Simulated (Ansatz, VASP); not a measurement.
**One calculation of ZnS, two programs**

```
CELL_PARAMETERS angstrom
3.70267 0.00000 0.00000
-1.85134 3.20661 0.00000
0.00000 0.00000 5.97645
ATOMIC_POSITIONS crystal
Zn 0.66667 0.33333 0.50060
Zn 0.33333 0.66667 0.00060
S 0.66667 0.33333 0.87971
S 0.33333 0.66667 0.37971
```

Alike in both runs: task single point; functional PBE; k mesh 6 × 6 × 4; occupations gaussian, width 0.1 eV; no spin polarisation.

|  | VASP | Ansatz |
| --- | --- | --- |
| version | VASP 6.6.1 | Ansatz 0.2.0 |
| potentials or method | VASP PAW PBE potentials, release 64 (Zn, S), cutoff 520 eV | scalar-relativistic, plane waves, PAW |
| valence electrons in the cell | 36 | 36 |

|  | VASP | Ansatz | Ansatz less VASP |
| --- | --- | --- | --- |
| gap on the k mesh at the Fermi level (eV) | 2.73 | 2.72 | -0.012 |
| least direct gap on the mesh (eV) | 2.73 | 2.72 | -0.012 |
| pressure (GPa) | 12.2 | 11.9 | -0.24 |
| traceless stress, the component that is largest in VASP (GPa) | 0.88 | 0.87 | -0.003 |
| rms of the force components (eV/Å) | 0.042 | 0.042 | 0.0000 |

Atom by atom the forces differ by 0.000 eV/Å (rms over components). With one functional, cell and mesh, what is left measures potentials, basis and numerics.
